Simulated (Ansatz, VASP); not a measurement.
## Two plane-wave programs on Al5Rh

```
Al Rh
1.0
     0.00000    3.62910    3.62910
     3.62910    0.00000    3.62910
     3.62910    3.62910    0.00000
Al Rh
5 1
Direct
  0.75000 0.75000 0.75000
  0.37516 0.37516 0.87453
  0.37516 0.87453 0.37516
  0.37516 0.37516 0.37516
  0.87453 0.37516 0.37516
  0.00000 0.00000 0.00000
```

Change from the starting cell: species swapped into the DyCu5 type (F-43m, No. 216).

Alike in both runs: functional PBE; k mesh 10 × 10 × 10; occupations gaussian, width 0.1 eV; no spin polarisation.

Ansatz relaxed the structure, and its values are those at the end. VASP's run is a single point on that final structure, the one shown.

```csv
,VASP,Ansatz
version,VASP 6.6.1,Ansatz 0.2.0
potentials or method,"VASP PAW PBE potentials, release 64 (Al, Rh_pv), cutoff 520 eV","scalar-relativistic, plane waves, PAW"
valence electrons in the cell,30,32
```

VASP gave:

- gap on the k mesh at the Fermi level (eV): none
- pressure (GPa): -0.1
- rms of the force components (eV/Å): 0.004

Task: Estimate Ansatz's values.

Result: gap on the k mesh at the Fermi level (eV): none; pressure (GPa): 0.0; rms of the force components (eV/Å): 0.005.

A gap of «none» marks a metal or a gap that the smearing closes. VASP's potentials hold 30 valence electrons a cell and Ansatz's 32, so a difference there can come from the potentials and not from the codes.
